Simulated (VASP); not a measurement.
Here is a VASP 6.6.1 calculation.

Contents of INCAR:

```
PREC = Accurate
ENCUT = 520
EDIFF = 1E-6
ISMEAR = 0
SIGMA = 0.15
LREAL = False
LASPH = True
NELM = 150
ALGO = Normal
ISIF = 2
LWAVE = False
LCHARG = False
ISPIN = 2
MAGMOM = 0.5 1.1 1.1 1.1
LORBIT = 11
NUPDOWN = 3.8
LMAXMIX = 4
GGA = PS
NBANDS = 32
```

The input KPOINTS:

```
Automatic mesh
0
Gamma
  12 12 12
```

Contents of POSCAR:

```
TiCo3
1.0
    3.8004616244      0.0000000000      0.0000000000
    0.0000000000      3.8004616244      0.0000000000
    0.0000000000      0.0000000000      3.8004616244
Ti Co
1 3
Direct
    0.0000000000      0.0000000000      0.0000000000
    0.0000000000      0.5000000000      0.5000000000
    0.5000000000      0.0000000000      0.5000000000
    0.5000000000      0.5000000000      0.0000000000
```

Potentials or basis: VASP PAW PBE potentials, release 64 (Ti_sv, Co).

Launch:

```console
$ cat potpaw_PBE.64/Ti_sv/POTCAR potpaw_PBE.64/Co/POTCAR > POTCAR
$ mpirun -np 1 vasp_std > vasp.out
```

Question: What does it give for the pressure?

Answer: -25.0 GPa.

Caveat: the cell stands under tension; the PAW data sets were made with another functional, which shifts forces and pressure a little; the total moment is fixed, so each spin has its own Fermi level and the state may be an excited one.
